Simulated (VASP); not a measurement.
# Os (P6_3/mmc) in VASP: a series of runs

Runs on Os. Level: PBEsol. Tasks: single point.

All numbers are computed with VASP 6.6.1; they aren't measurements. Logs are shortened: lines on timing, memory, paths and dates and some standing lists are left out, and cuts for length are marked.

**1. The cell of the first run**

It takes space group P6_3/mmc (No. 194, hexagonal). The conventional cell has a = 2.789 Å, b = 2.789 Å, c = 4.320 Å, α = 90.00°, β = 90.00°, γ = 120.00°. Os (site symmetry -6m2) has 12 Os at 2.69 to 2.79 Å within 3.6 Å.

**2. Single point, PBEsol**

The input, INCAR:

```
ALGO = Normal
EDIFF = 1E-6
ENCUT = 520
GGA = PS
ISIF = 2
ISMEAR = -1
LASPH = T
LCHARG = T
LELF = T
LREAL = F
LVHAR = T
LWAVE = F
NBANDS = 15
NELM = 60
PREC = Accurate
SIGMA = 0.05
```

The input, KPOINTS:

```
k-points
0
Gamma
  9 9 5
```

The input, POSCAR:

```
Os
1.0
    2.7887820000      0.0000000000      0.0000000000
   -1.3943910000      2.4151560576      0.0000000000
    0.0000000000      0.0000000000      4.3197000000
Os
2
Direct
    0.6666666667      0.3333333333      0.7500000000
    0.3333333333      0.6666666667      0.2500000000
```

Potentials or basis: VASP PAW PBE potentials, release 64 (Os).

Run with:

```console
> cat potpaw_PBE.64/Os/POTCAR > POTCAR
> mpirun -np 1 vasp_std > vasp.out
```

OUTCAR:

```text
EDIFF = 1E-6
   ENCUT = 520
   GGA = PS
   ISIF = 2
   ISMEAR = -1
   LASPH = T
   LREAL = F
   NELM = 60
   PREC = Accurate

 ion  position               nearest neighbor table
   1  0.667  0.333  0.750-   2 2.69   2 2.69   2 2.69   2 2.69   2 2.69   2 2.69
   2  0.333  0.667  0.250-   1 2.69   1 2.69   1 2.69   1 2.69   1 2.69   1 2.69

  LATTYP: Found a hexagonal cell.
 ALAT       =     2.7887820000
 C/A-ratio  =     1.5489557807

  Lattice vectors:

 A1 = (   2.7887820000,   0.0000000000,   0.0000000000)
 A2 = (  -1.3943910000,   2.4151560576,   0.0000000000)
 A3 = (   0.0000000000,   0.0000000000,   4.3197000000)

Analysis of symmetry for initial positions (statically):
=====================================================================
 Subroutine PRICEL returns:
 Original cell was already a primitive cell.

 Routine SETGRP: Setting up the symmetry group for a
 hexagonal supercell.

 Subroutine GETGRP returns: Found 24 space group operations
 (whereof 12 operations were pure point group operations)
 out of a pool of 24 trial point group operations.

The static configuration has the point symmetry D_3d.
 The point group associated with its full space group is D_6h.

Analysis of symmetry for dynamics (positions and initial velocities):
=====================================================================
 Subroutine PRICEL returns:
 Original cell was already a primitive cell.

 Routine SETGRP: Setting up the symmetry group for a
 hexagonal supercell.

 Subroutine GETGRP returns: Found 24 space group operations
 (whereof 12 operations were pure point group operations)
 out of a pool of 24 trial point group operations.

The dynamic configuration has the point symmetry D_3d.
 The point group associated with its full space group is D_6h.

 Subroutine INISYM returns: Found 24 space group operations
 (whereof 12 operations are pure point group operations),
 and found     1 'primitive' translations

----------------------------------------------------------------------------------------

                                     Primitive cell

  volume of cell :      29.0947

  direct lattice vectors                    reciprocal lattice vectors
     2.788782000  0.000000000  0.000000000     0.358579480  0.207025959  0.000000000
    -1.394391000  2.415156058  0.000000000     0.000000000  0.414051919  0.000000000
     0.000000000  0.000000000  4.319700000     0.000000000  0.000000000  0.231497558

  length of vectors
     2.788782000  2.788782000  4.319700000     0.414051919  0.414051919  0.231497558

  position of ions in fractional coordinates (direct lattice)
     0.666666667  0.333333333  0.750000000
     0.333333333  0.666666667  0.250000000

  ion indices of the primitive-cell ions
   primitive index   ion index
                 1           1
                 2           2

----------------------------------------------------------------------------------------

 KPOINTS: k-points

Automatic generation of k-mesh.
 Grid dimensions read from file:
 generate k-points for:    9    9    5

 Generating k-lattice:

  Cartesian coordinates                     Fractional coordinates (reciprocal lattice)
     0.039842164  0.023002884  0.000000000     0.111111111 -0.000000000  0.000000000
     0.000000000  0.046005769  0.000000000     0.000000000  0.111111111  0.000000000
     0.000000000  0.000000000  0.046299512     0.000000000  0.000000000  0.200000000

  Length of vectors
     0.046005769  0.046005769  0.046299512

  Shift w.r.t. Gamma in fractional coordinates (k-lattice)
     0.000000000  0.000000000  0.000000000

 Subroutine IBZKPT returns following result:
 ===========================================

 Found     36 irreducible k-points:

 Following reciprocal coordinates:
            Coordinates               Weight
  0.000000  0.000000  0.000000      1.000000
  0.111111  0.000000  0.000000      6.000000
  0.222222 -0.000000  0.000000      6.000000
  0.333333  0.000000  0.000000      6.000000
  0.444444 -0.000000  0.000000      6.000000
  0.111111  0.111111  0.000000      6.000000
[... 16 lines left out ...]
  0.333333  0.222222  0.200000     24.000000
  0.333333  0.333333  0.200000      4.000000
 [... further k-points ...]
   k-points           NKPTS =     36   k-points in BZ     NKDIM =     36   number of bands    NBANDS=     15
   number of dos      NEDOS =    301   number of ions     NIONS =      2
   total plane-waves  NPLWV =  18432
   dimension x,y,z NGX =    24 NGY =   24 NGZ =   32
   dimension x,y,z NGXF=    48 NGYF=   48 NGZF=   64
   ions per type =               2
   NGX,Y,Z   is equivalent  to a cutoff of  14.31, 14.31, 12.32 a.u.
   NGXF,Y,Z  is equivalent  to a cutoff of  28.61, 28.61, 24.63 a.u.
 SYSTEM =  unknown system
   PREC   = accura    normal or accurate (medium, high low for compatibility)
   ISTART =      0    job   : 0-new  1-cont  2-samecut
   ICHARG =      2    charge: 1-file 2-atom 10-const
   ISPIN  =      1    spin polarized calculation?
   LNONCOLLINEAR =      F non collinear calculations
   LSORBIT =      F    spin-orbit coupling
   LASPH  =      T    aspherical Exc in radial PAW
   ENCUT  =  520.0 eV  38.22 Ry    6.18 a.u.   5.19  5.19  8.03*2*pi/ulx,y,z
   NELM   =     60;   NELMIN=  2; NELMDL= -5     # of ELM steps
   EDIFF  = 0.1E-05   stopping-criterion for ELM
   LREAL  =      F    real-space projection
   EDIFFG = 0.1E-04   stopping-criterion for IOM
   NSW    =      0    number of steps for IOM
   IBRION =     -1    ionic relax: 0-MD 1-quasi-New 2-CG
   NFREE  =      0    steps in history (QN), initial steepest desc. (CG)
   ISIF   =      2    stress and relaxation
   ISYM   =      2    0-nonsym 1-usesym 2-fastsym
   POTIM  = 0.5000    time-step for ionic-motion
   TEBEG  =    0.0;   TEEND  =   0.0 temperature during run
   PSTRESS=    0.0 pullay stress
   NELECT =      16.0000    total number of electrons
   NUPDOWN=      -1.0000    fix difference up-down
   EMIN   =  10.00;   EMAX   =-10.00  energy-range for DOS
   EFERMI =   0.00;   METHOD = LEGACY
   ISMEAR =    -1;   SIGMA  =   0.05  broadening in eV -4-tet -1-fermi 0-gaus
   EFERMI_NEDOS =   21; number of points for ismear=-14 and -15
   IALGO  =     38    algorithm
   IMIX   =      4    mixing-type and parameters
     AMIX     =   0.40;   BMIX     =  1.00
     AMIX_MAG =   1.60;   BMIX_MAG =  1.00
  volume/ion in A,a.u.               =      14.55        98.17
  Fermi-wavevector in a.u.,A,eV,Ry     =   1.341252  2.534599 24.476294  1.798957
  Thomas-Fermi vector in A             =   2.469500
   LORBIT       =      0    0 simple, 1 ext, 2 COOP (PROOUT), +10 PAW based schemes
   GGA     = PS    functional components
   LHFCALC =     F    Hartree Fock is set to
   AEXX    =    0.0000 exact exchange contribution
   IVDW    =     0    specifies the selected vdW correction
   LEPSILON=     F    determine dielectric tensor
   LRPA    =     F    only Hartree local field effects (RPA)
 non-spin polarized calculation
  energy-cutoff  :      520.00
  volume of cell :       29.09
 maximum number of plane-waves:       792
 NGX is ok and might be reduce to    24
   NGX = 11   NGY = 11   NGZ = 17

 number of electron      15.9999997 magnetization

 Free energy of the ion-electron system (eV)
  ---------------------------------------------------
  ext. energy  EPLUGINS =         0.00000000
  ---------------------------------------------------
  free energy    TOTEN  =       -24.42698782 eV

  energy without entropy =      -24.41508852  energy(sigma->0) =      -24.42103817

 E-fermi :   8.8770     XC(G=0): -13.9290

 val. band max:        8.7299819209   @ k =   0.2222   0.2222   0.0000
 cond. band min:       8.9041081612   @ k =   0.4444  -0.0000   0.4000
 fundamental gap:      0.1741262403
 Fermi energy:         8.8769671009

 k-point     1 :       0.0000    0.0000    0.0000
  band No.  band energies     occupation
      1      -1.9161      2.00000
      2       1.2913      2.00000
      3       5.7955      2.00000
      4       5.7955      2.00000
      5       6.2892      2.00000
      6       6.6403      2.00000
      7       6.6403      2.00000
      8       7.0739      2.00000
      9       7.0739      2.00000
     10       8.9459      0.40253
     11      10.3151      0.00000
     12      10.3151      0.00000
     13      17.5566      0.00000
     14      22.6622      0.00000
     15      25.7268      0.00000

 k-point     2 :       0.1111    0.0000    0.0000
  band No.  band energies     occupation
      1      -1.4519      2.00000
      2       1.6826      2.00000
      3       5.1540      2.00000
      4       6.2012      2.00000
      5       6.3746      2.00000
      6       6.4474      2.00000
      7       6.7671      2.00000
      8       6.8624      2.00000
      9       7.0144      2.00000
     10       7.6224      2.00000
     11      10.5343      0.00000
     12      12.4492      0.00000
     13      17.5117      0.00000
     14      23.5382      0.00000
     15      26.2479      0.00000

 k-point     3 :       0.2222   -0.0000    0.0000
  band No.  band energies     occupation
      1      -0.2190      2.00000
      2       2.4242      2.00000
      3       4.5241      2.00000
      4       4.7766      2.00000
      5       5.9637      2.00000
      6       6.1407      2.00000
      7       7.0188      2.00000
      8       7.3491      2.00000
      9       7.8457      2.00000
     10       8.0590      2.00000
     11      10.9307      0.00000
     12      15.3336      0.00000
     13      17.2537      0.00000
     14      23.0691      0.00000
     15      25.4013      0.00000

 k-point     4 :       0.3333    0.0000    0.0000
  band No.  band energies     occupation
      1       1.1771      2.00000
      2       2.3335      2.00000
      3       3.4267      2.00000
      4       4.8526      2.00000
      5       5.5724      2.00000
      6       6.2896      2.00000
      7       6.6386      2.00000
      8       8.9632      0.30246
      9       9.4130      0.00004
     10       9.5096      0.00001
     11      11.2261      0.00000
     12      16.9679      0.00000
     13      18.1146      0.00000
     14      19.1136      0.00000
     15      22.5219      0.00000
[... 307 lines left out ...]
 k-point    22 :       0.2222    0.2222    0.2000
  band No.  band energies     occupation
      1       2.1904      2.00000
      2       2.8855      2.00000
      3       3.7034      2.00000
      4       3.9279      2.00000
      5       5.5149      2.00000
      6       5.9136      2.00000
      7       6.4073      2.00000
      8       8.6767      1.96421
      9       9.9497      0.00000
     10      10.5709      0.00000
     11      11.7265      0.00000
     12      15.7873      0.00000
     13      17.6859      0.00000
     14      19.6567      0.00000
     15      22.2142      0.00000

 k-point    23 :       0.3333    0.2222    0.2000
  band No.  band energies     occupation
      1       2.3672      2.00000
      2       3.2224      2.00000
      3       3.4581      2.00000
      4       4.0475      2.00000
      5       5.3081      2.00000
      6       6.0493      2.00000
      7       7.1470      2.00000
      8       9.5162      0.00001
      9       9.9830      0.00000
     10      10.9840      0.00000
     11      13.2425      0.00000
     12      14.8815      0.00000
     13      17.6297      0.00000
     14      18.3428      0.00000
     15      21.2920      0.00000

 k-point    24 :       0.3333    0.3333    0.2000
  band No.  band energies     occupation
      1       2.8142      2.00000
      2       3.3533      2.00000
      3       3.3533      2.00000
      4       4.3005      2.00000
      5       5.4458      2.00000
      6       5.4458      2.00000
      7       7.4166      2.00000
      8       9.6477      0.00000
      9      10.2557      0.00000
     10      10.2557      0.00000
     11      14.2334      0.00000
     12      14.2334      0.00000
     13      16.6435      0.00000
     14      21.0066      0.00000
     15      21.0067      0.00000

 [... further k-points ...]

------------------------ aborting loop because EDIFF is reached ----------------------------------------

  FORCE on cell =-STRESS in cart. coord.  units (eV):
  Direction    XX          YY          ZZ          XY          YZ          ZX
  --------------------------------------------------------------------------------------
  -------------------------------------------------------------------------------------
  Total       -3.8203441     -3.8203441     -1.9241143      0.0000000      0.0000000      0.0000000
  in kB     -210.3777026   -210.3777026   -105.9566193      0.0000000      0.0000000      0.0000000
  external PRESSURE =    -175.5706748 kB  Pullay stress =       0.0000000 kB

 VOLUME and BASIS-vectors are now :
 -----------------------------------------------------------------------------
  energy-cutoff  :      520.00
  volume of cell :       29.09
      direct lattice vectors                 reciprocal lattice vectors
     2.788782000  0.000000000  0.000000000     0.358579480  0.207025959  0.000000000
    -1.394391000  2.415156058  0.000000000     0.000000000  0.414051919  0.000000000
     0.000000000  0.000000000  4.319700000     0.000000000  0.000000000  0.231497558

 POSITION                                       TOTAL-FORCE (eV/Angst)
 -----------------------------------------------------------------------------------
      1.39439      0.80505      3.23977        -0.000000     -0.000000      0.000000
     -0.00000      1.61010      1.07993         0.000000      0.000000      0.000000
 -----------------------------------------------------------------------------------
    total drift:                               -0.000000      0.000000     -0.000000

  FREE ENERGIE OF THE ION-ELECTRON SYSTEM (eV)
  ---------------------------------------------------
  free  energy   TOTEN  =       -24.4269878249 eV

  energy  without entropy=      -24.4150885192  energy(sigma->0) =      -24.42103817
```

Wall time 34 s (1 thread of Intel Xeon 8259CL, shared host); peak memory 0.15 GiB.

What came out:

```yaml
Free_energy: -24.4270 eV
Pressure: -17.6 GPa
Band_gap_on_the_k_mesh: zero (bands 8 and 9 overlap by 3.59 eV)
```

Caveat: the cell stands under tension; the PAW data sets were made with another functional, which shifts forces and pressure a little; spin-orbit coupling is left out, which moves the levels of the heavy elements.

(Part 1 of 3 ends here.)
